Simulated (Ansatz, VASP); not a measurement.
NiMoIrPdW: VASP beside Ansatz

```
Ni Mo Pd Ir W
1.0
     2.76616    0.00000    0.00000
    -1.38308    2.39557    0.00000
     0.00000    0.00000   11.02292
Ni Mo Pd Ir W
1 1 1 1 1
Direct
  0.33333 0.66667 0.59712
  0.00000 0.00000 0.41074
  0.66667 0.33333 0.79520
  0.66667 0.33333 0.19960
  0.33333 0.66667 0.99734
```

Alike in both runs: functional revPBE; k mesh 8 × 8 × 2; occupations fermi-dirac, width 0.05 eV; collinear spin.

|  | VASP | Ansatz |
| --- | --- | --- |
| version | VASP 6.6.1 | Ansatz 0.2.0 |
| potentials or method | VASP PAW PBE potentials, release 64 (Ni, Mo_sv, Pd, Ir, W_sv), cutoff 520 eV | all-electron LAPW, scalar-relativistic |
| task | single point | band structure |

|  | VASP | Ansatz | Ansatz less VASP |
| --- | --- | --- | --- |
| gap on the k mesh at the Fermi level (eV) | none | none | - |
| pressure (GPa) | 3.5 | 3.2 | -0.27 |
| traceless stress, the component that is largest in VASP (GPa) | 0.47 | 0.57 | +0.097 |
| rms of the force components (eV/Å) | 0.033 | 0.027 | -0.0058 |
| net moment per atom (μB) | 0.00 | 0.00 | 0.000 |

VASP's potentials were made for PBE, not for revPBE. Atom by atom the forces differ by 0.009 eV/Å (rms over components). A gap of «none» marks a metal or a gap that the smearing closes. Ansatz ran all-electron here, and VASP with PAW potentials.

Neither program's run includes spin-orbit coupling. Noted on Ansatz's run: the k mesh is thin for a metal, which can move the energy by tens of meV per atom.
